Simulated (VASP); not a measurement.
Input of a VASP 6.6.1 run:

Contents of INCAR:

```
ALGO = Normal ; EDIFF = 1E-6
EDIFFG = -0.01 ; ENCUT = 600
GGA = PE ; IBRION = 2
ISIF = 4 ; ISMEAR = 0
LASPH = T ; LCHARG = F
LREAL = F ; LWAVE = F
NELM = 100 ; NSW = 60
PREC = Accurate ; SIGMA = 0.05
```

Contents of KPOINTS:

```
k-points
0
Gamma
  6 6 10
```

POSCAR

```
SnO2
1.0
    4.8992341319      0.0000000000      0.0000000000
    0.0000000000      4.8992341319      0.0000000000
    0.0000000000      0.0000000000      3.2698308627
Sn O
2 4
Direct
    0.0000000000      0.0000000000      0.0000000000
    0.5000000000      0.5000000000      0.5000000000
    0.3070642275      0.3070642275      0.0000000000
    0.8070642275      0.1929357725      0.5000000000
    0.1929357725      0.8070642275      0.5000000000
    0.6929357725      0.6929357725      0.0000000000
```

Potentials or basis: VASP PAW PBE potentials, release 64 (Sn_d, O).

Run with:

```sh
$ cat potpaw_PBE.64/Sn_d/POTCAR potpaw_PBE.64/O/POTCAR > POTCAR
$ mpirun -np 1 vasp_std > vasp.out
```

(1) Estimate the band gap on the k mesh.

Answers

(1) 0.32 eV.

Caveat: spin-orbit coupling is left out, which moves the levels of the heavy elements.
